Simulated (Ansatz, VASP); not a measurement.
**GaBiSe4 in VASP and in Ansatz**

```
CELL_PARAMETERS angstrom
4.80547 0.00000 0.00000
-2.40274 4.16166 0.00000
0.00000 0.00000 7.50353
ATOMIC_POSITIONS crystal
Ga 0.00000 0.00000 0.50000
Bi 0.00000 0.00000 0.00000
Se 0.33333 0.66667 0.76208
Se 0.33333 0.66667 0.23792
Se 0.66667 0.33333 0.76208
Se 0.66667 0.33333 0.23792
```

Change from the starting cell: species swapped into the TiVB4 type (P6/mmm, No. 191).

Alike in both runs: functional PBE; k mesh 6 × 6 × 2; occupations gaussian, width 0.1 eV; no spin polarisation.

Ansatz relaxed the structure, and its values are those at the end. VASP's run is a single point on that final structure, the one shown.

|  | VASP | Ansatz |
| --- | --- | --- |
| version | VASP 6.6.1 | Ansatz 0.2.0 |
| potentials or method | VASP PAW PBE potentials, release 64 (Ga_d, Bi_d, Se), cutoff 520 eV | scalar-relativistic, plane waves, PAW |
| valence electrons in the cell | 52 | 92 |

```csv
,VASP,Ansatz,Ansatz less VASP
gap on the k mesh at the Fermi level (eV),none,none,-
pressure (GPa),0.2,0.2,-0.01
```

A gap of «none» marks a metal or a gap that the smearing closes. VASP's potentials hold 52 valence electrons a cell and Ansatz's 92, so a difference there can come from the potentials and not from the codes.

The k mesh is coarse, so the values compare programs but aren't converged. Spin-orbit coupling is off throughout.
